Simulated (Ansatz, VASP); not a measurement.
**ZrS: VASP beside Ansatz**

The input POSCAR:

```
ZrS
1.0
    0.0000000000      2.7711263789      2.3554574221
    2.7711263789      0.0000000000      2.3554574221
    2.7711263789      2.7711263789      0.0000000000
Zr S
1 1
Direct
    0.0000000000      0.0000000000      0.0000000000
    0.5000000000      0.5000000000      0.5000000000
```

Contents of INCAR.step1:

```
SYSTEM = ZrS
PREC = Accurate ; ENCUT = 520
ISMEAR = 0 ; SIGMA = 0.15
LREAL = .False. ; LASPH = .True.
NELM = 100 ; NBANDS = 16
GGA = PE ; ALGO = Normal
EDIFF = 1E-4 ; LWAVE = .True.
LCHARG = .False.
```

File INCAR.step2:

```
SYSTEM = ZrS
PREC = Accurate ; ENCUT = 520
EDIFF = 1E-7 ; ISMEAR = 0
SIGMA = 0.15 ; LREAL = .False.
LASPH = .True. ; NELM = 100
ALGO = Normal ; ISIF = 2
LWAVE = .False. ; LCHARG = .False.
METAGGA = R2SCAN ; LMIXTAU = .True.
NBANDS = 16 ; ISTART = 1
```

File KPOINTS:

```
regular mesh
0
Gamma
  18 18 18
  0 0 0
```

Input for Ansatz:

```yaml
crystal:
  lattice:
    - [0.0, 2.7711263789, 2.3554574221]
    - [2.7711263789, 0.0, 2.3554574221]
    - [2.7711263789, 2.7711263789, 0.0]
  atoms:
    - { symbol: Zr, position: [0.0, 0.0, 0.0] }
    - { symbol: S, position: [0.5, 0.5, 0.5] }
basis:
  ecutwfc: 500
kpoints:
  mp_grid: { grid: [18, 18, 18] }
hamiltonian:
  xc: r2scan
scf:
  occupations: { method: gaussian, width: 0.15 }
output:
  forces: true
  stress: true
  eigenvalues: true
```

Alike in both runs: task single point; functional r2SCAN; k mesh 18 × 18 × 18; occupations gaussian, width 0.15 eV; no spin polarisation.

```csv
,VASP,Ansatz
version,VASP 6.6.1,Ansatz 0.2.0
potentials or method,"VASP PAW PBE potentials, release 64 (Zr_sv, S), cutoff 520 eV","scalar-relativistic, plane waves, PAW"
valence electrons in the cell,18,18
```

```csv
,VASP,Ansatz,Ansatz less VASP
gap on the k mesh at the Fermi level (eV),none,none,-
pressure (GPa),8.5,8.4,0.00
"traceless stress, the component that is largest in VASP (GPa)",39.31,39.22,-0.095
```

VASP's potentials were made for PBE, not for r2SCAN. A gap of «none» marks a metal or a gap that the smearing closes.
